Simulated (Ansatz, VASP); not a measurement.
This is a calculation of CuF for Ansatz 0.2.0.

input

```
crystal:
  lattice:
    - [2.47100655, 0.0, 0.0]
    - [0.0, 2.47100655, 0.0]
    - [0.0, 0.0, 3.41650139]
  atoms:
    - { symbol: Cu, position: [0.0, 0.0, 0.0] }
    - { symbol: F, position: [0.5, 0.5, 0.5] }
hamiltonian:
  xc: b3lyp
  pseudopotentials: { kind: paw }
kpoints:
  mp_grid: { grid: [6, 6, 4] }
scf:
  occupations: { method: fermi_dirac, width: 0.05 }
output:
  forces: true
  stress: true
  eigenvalues: true
```

Task: Set up the same calculation for VASP 6.6.1. Potentials there: VASP PAW PBE potentials, release 64 (Cu, F).

Result: As run (the cutoff follows the program's own potentials):

Contents of POSCAR:

```
CuF
1.0
    2.4710065500      0.0000000000      0.0000000000
    0.0000000000      2.4710065500      0.0000000000
    0.0000000000      0.0000000000      3.4165013900
Cu F
1 1
Direct
    0.0000000000      0.0000000000      0.0000000000
    0.5000000000      0.5000000000      0.5000000000
```

Contents of INCAR.step1:

```
SYSTEM = CuF
PREC = Accurate
ENCUT = 520
EDIFF = 1E-5
ISMEAR = -1
SIGMA = 0.05
LREAL = .False.
LASPH = .True.
NELM = 80
ALGO = Normal
ISIF = 2
LWAVE = .True.
LCHARG = .False.
NBANDS = 16
GGA = PE
```

Contents of INCAR.step2:

```
SYSTEM = CuF
PREC = Accurate
ENCUT = 520
EDIFF = 1E-6
ISMEAR = -1
SIGMA = 0.05
LREAL = .False.
LASPH = .True.
NELM = 80
ALGO = Normal
ISIF = 2
LWAVE = .False.
LCHARG = .False.
GGA = B3
LHFCALC = .True.
AEXX = 0.2
AGGAX = 0.72
AGGAC = 0.81
ALDAC = 0.19
PRECFOCK = Normal
NBANDS = 16
ISTART = 1
```

The input KPOINTS:

```
Automatic mesh
0
Gamma
  6 6 4
  0 0 0
```

Potentials or basis: VASP PAW PBE potentials, release 64 (Cu, F).

Command:

```bash
$ cat potpaw_PBE.64/Cu/POTCAR potpaw_PBE.64/F/POTCAR > POTCAR
$ cp INCAR.step1 INCAR
$ mpirun -np 1 vasp_std > vasp.out
$ cp INCAR.step2 INCAR
$ mpirun -np 1 vasp_std > vasp.out
```

Both were run:

|  | VASP | Ansatz | Ansatz less VASP |
| --- | --- | --- | --- |
| gap on the k mesh at the Fermi level (eV) | 0.82 | 0.82 | +0.008 |
| least direct gap on the mesh (eV) | 1.58 | 1.58 | +0.005 |
| pressure (GPa) | 5.0 | 5.1 | +0.08 |
| traceless stress, the component that is largest in VASP (GPa) | -21.65 | -21.81 | -0.160 |

VASP's potentials were made for PBE, not for B3LYP. VASP's potentials hold 18 valence electrons a cell and Ansatz's 26, so a difference there can come from the potentials and not from the codes.

The k mesh is coarse, so the values compare programs but aren't converged.
